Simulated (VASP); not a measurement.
A run of VASP 6.6.1:

Contents of POSCAR:

```
GaAs
1.0
    0.0000000000      2.8897467974      2.8897467974
    2.8897467974      0.0000000000      2.8897467974
    2.8897467974      2.8897467974      0.0000000000
Ga As
1 1
Direct
    0.0000000000      0.0000000000      0.0000000000
    0.2500000000      0.2500000000      0.2500000000
```

INCAR.step1

```
PREC = Accurate
ENCUT = 520
ISMEAR = -1
SIGMA = 0.02
LREAL = False
LASPH = True
NELM = 80
NBANDS = 16
GGA = PE
ALGO = Normal
EDIFF = 1E-4
LWAVE = True
LCHARG = False
```

Contents of INCAR.step2:

```
PREC = Accurate
ENCUT = 520
EDIFF = 1E-6
ISMEAR = -1
SIGMA = 0.02
LREAL = False
LASPH = True
NELM = 80
ALGO = Normal
ISIF = 2
LWAVE = False
LCHARG = True
METAGGA = R2SCAN
LMIXTAU = True
LELF = True
LVHAR = True
NBANDS = 16
ISTART = 1
```

The input KPOINTS:

```
regular mesh
0
Gamma
  8 8 8
```

Potentials or basis: VASP PAW PBE potentials, release 64 (Ga_d, As).

Run with:

```bash
$ cat potpaw_PBE.64/Ga_d/POTCAR potpaw_PBE.64/As/POTCAR > POTCAR
$ cp INCAR.step1 INCAR
$ mpirun -np 1 vasp_std > vasp.out
$ cp INCAR.step2 INCAR
$ mpirun -np 1 vasp_std > vasp.out
```

Hardware: 1 thread of Intel(R) Xeon(R) 6975P-C (Granite Rapids) (shared host).

Task: How long does it take, and how much memory?

Result: It took 40 s on 1 thread of Intel(R) Xeon(R) 6975P-C (Granite Rapids), with other jobs on the host, peak memory 0.18 GiB. Counts: k points 29.
